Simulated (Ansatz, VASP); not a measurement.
# Two plane-wave programs on Ir

File INCAR:

```
ALGO = Normal
EDIFF = 1E-6
ENCUT = 560
GGA = CA
GGA_COMPAT = False
ISIF = 2
ISMEAR = 0
LASPH = True
LCHARG = False
LREAL = False
LWAVE = False
NBANDS = 14
NELM = 120
PREC = Accurate
SIGMA = 0.15
```

KPOINTS

```
k-points
0
Gamma
  22 22 22
```

Contents of POSCAR:

```
Ir
1.0
    0.0000000000      1.9549076471      1.9549076471
    1.9549076471      0.0000000000      1.9549076471
    1.9549076471      1.9549076471      0.0000000000
Ir
1
Direct
    0.0000000000      0.0000000000      0.0000000000
```

Input for Ansatz:

```yaml
crystal:
  lattice:
    - [0.0, 1.9549076471, 1.9549076471]
    - [1.9549076471, 0.0, 1.9549076471]
    - [1.9549076471, 1.9549076471, 0.0]
  atoms:
    - { symbol: Ir, position: [0.0, 0.0, 0.0] }
basis:
  ecutwfc: 420
kpoints:
  mp_grid: { grid: [22, 22, 22] }
hamiltonian:
  xc: lda
scf:
  occupations: { method: gaussian, width: 0.15 }
output:
  forces: true
  stress: true
  eigenvalues: true
  write_density: true
  write_potential: true
  elf: true
  volumetric_format: npy
```

Alike in both runs: task single point; functional LDA; k mesh 22 × 22 × 22; occupations gaussian, width 0.15 eV; no spin polarisation.

|  | VASP | Ansatz |
| --- | --- | --- |
| version | VASP 6.6.1 | Ansatz 0.2.0 |
| potentials or method | VASP PAW LDA potentials, release 64 (Ir_sv_GW), cutoff 560 eV | scalar-relativistic, plane waves, PAW |
| valence electrons in the cell | 17 | 17 |

Ansatz gave:

- gap on the k mesh at the Fermi level (eV): none
- pressure (GPa): -25.5

Estimate VASP's values.

gap on the k mesh at the Fermi level (eV): none; pressure (GPa): -26.0.

LDA's correlation is that of Perdew and Zunger in VASP and of Perdew and Wang (1992) in Ansatz. A gap of «none» marks a metal or a gap that the smearing closes.

Spin-orbit coupling is off throughout.
